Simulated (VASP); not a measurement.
Write the native input for VASP 6.6.1 that does the following.

```
Task                   : single point
Functional             : PBE
Potentials or basis    : VASP PAW PBE potentials, release 64 (Li_sv, F)
Cutoff                 : 520 eV
k mesh                 : 6 × 6 × 6
Occupations            : gaussian, width 0.01 eV
Spin                   : no spin polarisation
Dipole correction      : no
Further INCAR settings : ALGO = Normal; EDIFF = 1e-07; NBANDS = 12
```

The structure of LiF lies in POSCAR:

```
LiF
1.0
    0.0000000000      2.0148204549      2.0148204549
    2.0148204549      0.0000000000      2.0148204549
    2.0148204549      2.0148204549      0.0000000000
Li F
1 1
Direct
    0.0000000000      0.0000000000      0.0000000000
    0.5000000000      0.5000000000      0.5000000000
```

This cell differs from its parent crystal: strain +1.0%.

One way to write it, as run:

INCAR

```
ALGO = Normal
EDIFF = 1E-7
ENCUT = 520
GGA = PE
ISIF = 2
ISMEAR = 0
LASPH = T
LCHARG = F
LREAL = F
LWAVE = F
NBANDS = 12
NELM = 80
PREC = Accurate
SIGMA = 0.01
```

KPOINTS

```
k-points
0
Gamma
  6 6 6
```

Potentials or basis: VASP PAW PBE potentials, release 64 (Li_sv, F).

Command:

```sh
$ cat potpaw_PBE.64/Li_sv/POTCAR potpaw_PBE.64/F/POTCAR > POTCAR
$ mpirun -np 1 vasp_std > vasp.out
```

It gave:

```json
{
  "Band gap on the k mesh": "9.08 eV"
}
```

Caveat: the k points lie up to 0.45 Å⁻¹ apart; the cell differs from its parent crystal (strain +1.0%).

It took 2 s on 1 thread of Intel(R) Xeon(R) 6975P-C (Granite Rapids), with other jobs on the host, peak memory 0.12 GiB.
